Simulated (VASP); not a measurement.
# PtS2 (P-3m1) in VASP: a series of runs

Aim: see how the results for PtS2 move with the level of theory and the settings. Levels: PBE, r2SCANh. Tasks: single point.

Program: VASP 6.6.1. These are calculated values, not measurements. Logs are shortened: lines on timing, memory, paths and dates and some standing lists are left out, and cuts for length are marked.

## 1. The cell of the first run

It takes space group P-3m1 (No. 164, trigonal). Conventional cell: a = 3.553 Å, b = 3.553 Å, c = 5.123 Å, α = 90.00°, β = 90.00°, γ = 120.00°. Pt (site symmetry -3m) has 6 S at 2.39 Å within 3.2 Å. S (site symmetry 3m) has 3 Pt at 2.39 Å and 3 S at 3.20 Å within 3.2 Å.

## 2. Single point, PBE, non-collinear spin, zero start, spin-orbit coupling

File INCAR:

```
SYSTEM = PtS2
PREC     = Accurate       ! precision mode
ENCUT    = 500            ! plane-wave cutoff, eV
EDIFF    = 1E-6           ! SCF threshold, eV
ISMEAR   = -1             ! smearing method
SIGMA    = 0.02           ! smearing width, eV
LREAL    = .False.        ! projectors in reciprocal space
LASPH    = .True.         ! aspherical terms in the spheres
NELM     = 200            ! most SCF steps
ALGO     = Normal         ! electronic algorithm
ISIF     = 2              ! what is computed and relaxed
LWAVE    = .False.        ! write WAVECAR
LCHARG   = .True.         ! write CHGCAR
MAGMOM   = 0 0 0 0 0 0 0 0 0 ! initial moments
LORBIT   = 11             ! projections on sites
LSORBIT  = .True.         ! spin-orbit coupling
GGA_COMPAT= .False.      
LORBMOM  = .True.       
LMAXMIX  = 4              ! l up to which the mixer works
GGA      = PE             ! functional
LVHAR    = .True.       
NBANDS   = 35             ! bands
```

File KPOINTS:

```
Automatic mesh
0
Gamma
  12 12 6
  0 0 0
```

File POSCAR:

```
PtS2
1.0
    3.5526240046      0.0000000000      0.0000000000
   -1.7763120023      3.0766626381      0.0000000000
    0.0000000000      0.0000000000      5.1228330609
Pt S
1 2
Direct
    0.0000000000      0.0000000000      0.0000000000
    0.3333333333      0.6666666667      0.2392541205
    0.6666666667      0.3333333333      0.7607458795
```

Potentials or basis: VASP PAW PBE potentials, release 64 (Pt, S).

Launch:

```console
$ cat potpaw_PBE.64/Pt/POTCAR potpaw_PBE.64/S/POTCAR > POTCAR
$ mpirun -np 1 vasp_ncl > vasp.out
```

OUTCAR:

```text
SYSTEM = PtS2
   PREC = Accurate
   ENCUT = 500
   EDIFF = 1E-6
   ISMEAR = -1
   LREAL = .False.
   LASPH = .True.
   NELM = 200
   ISIF = 2
   LORBIT = 11
   LSORBIT = .True.
   GGA = PE

 ion  position               nearest neighbor table
   1  0.000  0.000  0.000-   2 2.39   3 2.39   3 2.39   2 2.39   3 2.39   2 2.39
   2  0.333  0.667  0.239-   1 2.39   1 2.39   1 2.39
   3  0.667  0.333  0.761-   1 2.39   1 2.39   1 2.39

  LATTYP: Found a hexagonal cell.
 ALAT       =     3.5526240046
 C/A-ratio  =     1.4419857137

  Lattice vectors:

 A1 = (   3.5526240046,   0.0000000000,   0.0000000000)
 A2 = (  -1.7763120023,   3.0766626381,   0.0000000000)
 A3 = (   0.0000000000,   0.0000000000,   5.1228330609)

Analysis of symmetry for initial positions (statically):
=====================================================================
 Subroutine PRICEL returns:
 Original cell was already a primitive cell.

 Routine SETGRP: Setting up the symmetry group for a
 hexagonal supercell.

 Subroutine GETGRP returns: Found 12 space group operations
 (whereof 12 operations were pure point group operations)
 out of a pool of 24 trial point group operations.

The static configuration has the point symmetry D_3d.

Analysis of symmetry for dynamics (positions and initial velocities):
=====================================================================
 Subroutine PRICEL returns:
 Original cell was already a primitive cell.

 Routine SETGRP: Setting up the symmetry group for a
 hexagonal supercell.

 Subroutine GETGRP returns: Found 12 space group operations
 (whereof 12 operations were pure point group operations)
 out of a pool of 24 trial point group operations.

The dynamic configuration has the point symmetry D_3d.

Analysis of structural, dynamic, and magnetic symmetry:
=====================================================================
 Subroutine PRICEL returns:
 Original cell was already a primitive cell.

 Routine SETGRP: Setting up the symmetry group for a
 hexagonal supercell.

 Subroutine GETGRP returns: Found 12 space group operations
 (whereof 12 operations were pure point group operations)
 out of a pool of 24 trial point group operations.

The overall configuration has the point symmetry D_3d.

 Subroutine INISYM returns: Found 12 space group operations
 (whereof 12 operations are pure point group operations),
 and found     1 'primitive' translations

----------------------------------------------------------------------------------------
[... 1069 lines left out ...]
     -0.00000      2.05111      1.22566         0.000000      0.000000      0.063197
      1.77631      1.02555      3.89717        -0.000000      0.000000     -0.063197
 -----------------------------------------------------------------------------------
    total drift:                               -0.000000     -0.000000     -0.000000

  FREE ENERGIE OF THE ION-ELECTRON SYSTEM (eV)
  ---------------------------------------------------
  free  energy   TOTEN  =       -15.7831054289 eV

  energy  without entropy=      -15.7831054288  energy(sigma->0) =      -15.78310543

 orbital moment (x)

 # of ion     p       d       tot
 ----------------------------------------
  1        -0.000  -0.000  -0.000
  2        -0.000   0.000  -0.000
  3        -0.000   0.000  -0.000
 ----------------------------------------
           -0.000  -0.000  -0.000

 orbital moment (y)

 # of ion     p       d       tot
 ----------------------------------------
  1        -0.000   0.000  -0.000
  2        -0.000   0.000  -0.000
  3         0.000   0.000   0.000
 ----------------------------------------
            0.000   0.000   0.000

 orbital moment (z)

 # of ion     p       d       tot
 ----------------------------------------
  1         0.000   0.000   0.000
  2         0.000   0.000   0.000
  3         0.000   0.000   0.000
 ----------------------------------------
            0.000   0.000   0.000

 Spin-Orbit-Coupling matrix elements

 Ion:    1  E_soc:     -0.7717486
 l=   1
     0.0000000    -0.0342793    -0.0361989
    -0.0342793     0.0000000    -0.0342793
    -0.0361989    -0.0342793     0.0000000
 l=   2
     0.0000000    -0.0210496     0.0000000    -0.0210496    -0.0699063
    -0.0210496     0.0000000    -0.0508109    -0.0253902    -0.0210496
     0.0000000    -0.0508109     0.0000000    -0.0508109     0.0000000
    -0.0210496    -0.0253902    -0.0508109     0.0000000    -0.0210496
    -0.0699063    -0.0210496     0.0000000    -0.0210496     0.0000000
 l=   3
     0.0000000     0.0000000     0.0000000     0.0000000     0.0000000     0.0000000     0.0000000
     0.0000000     0.0000000     0.0000000     0.0000000     0.0000000     0.0000000     0.0000000
     0.0000000     0.0000000     0.0000000     0.0000000     0.0000000     0.0000000     0.0000000
     0.0000000     0.0000000     0.0000000     0.0000000     0.0000000     0.0000000     0.0000000
[... 29 lines left out ...]
 l=   2
     0.0000000     0.0000000     0.0000000     0.0000000     0.0000000
     0.0000000     0.0000000     0.0000000     0.0000000     0.0000000
     0.0000000     0.0000000     0.0000000     0.0000000     0.0000000
     0.0000000     0.0000000     0.0000000     0.0000000     0.0000000
     0.0000000     0.0000000     0.0000000     0.0000000     0.0000000
 l=   3
     0.0000000     0.0000000     0.0000000     0.0000000     0.0000000     0.0000000     0.0000000
     0.0000000     0.0000000     0.0000000     0.0000000     0.0000000     0.0000000     0.0000000
     0.0000000     0.0000000     0.0000000     0.0000000     0.0000000     0.0000000     0.0000000
     0.0000000     0.0000000     0.0000000     0.0000000     0.0000000     0.0000000     0.0000000
     0.0000000     0.0000000     0.0000000     0.0000000     0.0000000     0.0000000     0.0000000
     0.0000000     0.0000000     0.0000000     0.0000000     0.0000000     0.0000000     0.0000000
     0.0000000     0.0000000     0.0000000     0.0000000     0.0000000     0.0000000     0.0000000

 total charge

# of ion       s       p       d       tot
------------------------------------------
    1        0.698   0.799   7.955   9.451
    2        1.363   2.278   0.000   3.641
    3        1.363   2.278   0.000   3.641
--------------------------------------------------
tot          3.424   5.354   7.955  16.732

 magnetization (x)

# of ion       s       p       d       tot
------------------------------------------
    1       -0.000  -0.000   0.000  -0.000
    2        0.000  -0.000   0.000  -0.000
    3        0.000  -0.000   0.000  -0.000
--------------------------------------------------
tot          0.000  -0.000   0.000  -0.000

 magnetization (y)

# of ion       s       p       d       tot
------------------------------------------
    1        0.000  -0.000   0.000  -0.000
    2        0.000   0.000   0.000   0.000
    3        0.000   0.000   0.000   0.000
--------------------------------------------------
tot          0.000  -0.000   0.000  -0.000

 magnetization (z)

# of ion       s       p       d       tot
------------------------------------------
    1        0.000   0.000   0.000   0.000
    2        0.000   0.000   0.000   0.000
    3        0.000   0.000   0.000   0.000
--------------------------------------------------
tot          0.000   0.000   0.000   0.000
```

stdout:

```text
POSCAR found type information on POSCAR PtS
 POSCAR found :  2 types and       3 ions
 scaLAPACK will be used
 LDA part: xc-table for (Slater+PW92), standard interpolation
 POSCAR, INCAR and KPOINTS ok, starting setup
 FFT: planning ... GRIDC
 FFT: planning ... GRID_SOFT
 FFT: planning ... GRID
 WAVECAR not read
 entering main loop
```

Run time: 5.6 min. Hardware: 1 thread of Intel Xeon Platinum 8488C (Sapphire Rapids), shared host; peak memory 0.47 GiB.

Results:

```
Free energy                                           : -15.7831 eV
Pressure                                              : 3.4 GPa
Largest force                                         : 0.063 eV/Å
Net moment                                            : 0.00 μB per cell
Valence electrons inside the program's atomic spheres : Pt 9.45; S 3.64
```

Forces in eV/Å, atoms in the order of the input:
```
Pt   0.000  0.000  0.000
S    0.000  0.000  0.063
S    0.000  0.000 -0.063
```

Moments on the atoms (μB; x, y, z):
```
Pt  0.00 0.00 0.00
S   0.00 0.00 0.00
S   0.00 0.00 0.00
```

Caveat: the cell stands under pressure.

## 3. Single point, r2SCANh

POSCAR is that of step 2.

File INCAR.step1:

```
PREC = Accurate
ENCUT = 440
EDIFF = 1E-5
ISMEAR = 0
SIGMA = 0.01
LREAL = F
LASPH = T
NELM = 120
ALGO = Normal
ISIF = 2
LWAVE = T
LCHARG = F
GGA = PE
NBANDS = 18
GGA_COMPAT = F
```

File INCAR.step2:

```
PREC = Accurate
ENCUT = 440
EDIFF = 1E-6
ISMEAR = 0
SIGMA = 0.01
LREAL = F
LASPH = T
NELM = 120
ALGO = Normal
ISIF = 2
LWAVE = F
LCHARG = F
METAGGA = R2SCAN
LHFCALC = T
AEXX = 0.1
LMIXTAU = T
PRECFOCK = Normal
ISTART = 1
NBANDS = 18
GGA_COMPAT = F
```

File KPOINTS:

```
Automatic mesh
0
Gamma
  6 6 4
```

Potentials or basis: VASP PAW PBE potentials, release 64 (Pt, S).

Launch:

```console
$ cat potpaw_PBE.64/Pt/POTCAR potpaw_PBE.64/S/POTCAR > POTCAR
$ cp INCAR.step1 INCAR
$ mpirun -np 1 vasp_std > vasp.out
$ cp INCAR.step2 INCAR
$ mpirun -np 1 vasp_std > vasp.out
```

Wall time 66 min (1 thread of Intel Xeon Platinum 8259CL at 2.50GHz (Skylake/Cascade Lake), shared host); peak memory 0.19 GiB.

Results (log left out):

| Item | Value |
| --- | --- |
| Free energy | -65.5821 eV |
| Pressure | -0.3 GPa |
| Largest force | 0.207 eV/Å |
| Band gap on the k mesh | 1.44 eV (least direct gap 2.11 eV) |

Forces in eV/Å, atoms in the order of the input:
```
Pt   0.000  0.000  0.000
S    0.000  0.000 -0.207
S    0.000  0.000  0.207
```

Stress tensor (GPa, compression positive):
```
-0.57  0.00  0.00
 0.00 -0.57  0.00
 0.00  0.00  0.37
```

Levels at points of the mesh, in eV from the valence-band top:
```csv
k point,band 7,band 8,band 9,band 10,band 11,band 12,band 13,band 14,band 15,band 16
"(0.00, 0.00, 0.00)",-4.28,-2.38,-1.13,-1.13,0.00,2.76,2.76,5.71,6.59,9.17
"(0.50, 0.00, 0.00)",-3.62,-3.45,-3.41,-3.36,-2.71,2.22,3.29,6.39,7.53,9.18
"(0.00, 0.00, 0.50)",-4.30,-2.76,-1.37,-1.37,-1.32,3.33,3.33,6.57,8.26,8.83
"(0.50, 0.00, 0.50)",-3.62,-3.56,-3.13,-2.94,-1.55,2.40,2.96,6.07,6.46,8.70
```

Caveat: the PAW data sets were made with another functional, which shifts forces and pressure a little; spin-orbit coupling is left out, which moves the levels of the heavy elements. A k mesh can miss the band edges.
